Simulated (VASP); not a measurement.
Input of a VASP 6.6.1 run:

The input INCAR:

```
SYSTEM = CoNiO2
PREC     = Accurate       ! precision mode
ENCUT    = 600            ! plane-wave cutoff, eV
EDIFF    = 1E-6           ! SCF threshold, eV
ISMEAR   = -1             ! smearing method
SIGMA    = 0.05           ! smearing width, eV
LREAL    = .FALSE.        ! projectors in reciprocal space
LASPH    = .TRUE.         ! aspherical terms in the spheres
NELM     = 150            ! most SCF steps
ALGO     = Normal         ! electronic algorithm
ISIF     = 3              ! what is computed and relaxed
LWAVE    = .FALSE.        ! write WAVECAR
LCHARG   = .FALSE.        ! write CHGCAR
ISPIN    = 2              ! spin polarisation
MAGMOM   = 1 2 0 0        ! initial moments
LORBIT   = 11             ! projections on sites
LMAXMIX  = 4              ! l up to which the mixer works
GGA      = PS             ! functional
IBRION   = 2              ! ionic algorithm
NSW      = 80             ! ionic steps
EDIFFG   = -0.01          ! ionic threshold
PSTRESS  = 50.0
```

Contents of KPOINTS:

```
Automatic mesh
0
G
  9 9 6
  0 0 0
```

The input POSCAR:

```
CoNiO2
1.0
    3.0143330000      0.0000000000      0.0000000000
    0.0000000000      3.0143330000      0.0000000000
    0.0000000000      0.0000000000      4.2222850000
Ni Co O
1 1 2
Direct
    0.0000000000      0.0000000000      0.0000000000
    0.5000000000      0.5000000000      0.5000000000
    0.0000000000      0.0000000000      0.5000000000
    0.5000000000      0.5000000000      0.0000000000
```

Potentials or basis: VASP PAW PBE potentials, release 64 (Ni, Co, O).

The run is started by

```sh
$ cat potpaw_PBE.64/Ni/POTCAR potpaw_PBE.64/Co/POTCAR potpaw_PBE.64/O/POTCAR > POTCAR
$ mpirun -np 1 vasp_std > vasp.out
```

Question: Estimate the net moment.

Answer: 2.82 μB per cell.

Question: What does it give for the space group after relaxing (to 0.05 Å)?

Answer: P4/mmm (No. 123).

Question: What does it give for the site moments?

Answer: Ni +0.65; Co +1.88; O +0.14, +0.11 μB.

Final structure:
```
Ni Co O
1.0
     2.88262    0.00000    0.00000
     0.00000    2.88262    0.00000
     0.00000    0.00000    4.09230
Ni Co O
1 1 2
Direct
  0.00000 0.00000 0.00000
  0.50000 0.50000 0.50000
  0.00000 0.00000 0.50000
  0.50000 0.50000 0.00000
```

Caveat: the cell is relaxed towards a set pressure, so the enthalpy falls and the energy may rise.
